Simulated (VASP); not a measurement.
In3Sb, 4 atoms in the cell. The structure is cubic, space group Fm-3m (No. 225). Conventional cell: a = 6.924 Å, b = 6.924 Å, c = 6.924 Å, α = 90.00°, β = 90.00°, γ = 90.00°. Within 3.9 Å of Sb (site symmetry m-3m) lie 14 In at 3.00 to 3.46 Å. In (site symmetry m-3m) has 8 In at 3.00 Å and 6 Sb at 3.46 Å within 3.9 Å. In (site symmetry -43m) has 4 Sb at 3.00 Å and 10 In at 3.00 to 3.46 Å within 3.9 Å. 

- Program: VASP 6.6.1
- Task: single point
- Functional: PBEsol
- Potentials or basis: VASP PAW PBE potentials, release 64 (Sb, In_d)
- Cutoff: 500 eV
- k mesh: 5 × 5 × 5
- Occupations: fermi-dirac, width 0.01 eV
- Spin: no spin polarisation
- Dipole correction: no
- Further INCAR settings: ALGO = Normal; EDIFF = 1e-06; NBANDS = 30

Potentials or basis: VASP PAW PBE potentials, release 64 (Sb, In_d).

Command:

```sh
$ cat potpaw_PBE.64/Sb/POTCAR potpaw_PBE.64/In_d/POTCAR > POTCAR
$ mpirun -np 1 vasp_std > vasp.out
```

Hardware: 1 thread of Intel(R) Xeon(R) Platinum 8375C CPU @ 2.90GHz (Ice Lake) (shared host).

**Question.** Estimate the wall time of this run.

**Answer.** Run time: 20 s on 1 thread of Intel(R) Xeon(R) Platinum 8375C CPU @ 2.90GHz (Ice Lake) (shared host), peak memory 0.21 GiB. Counts: scf iterations 13, k points 10.
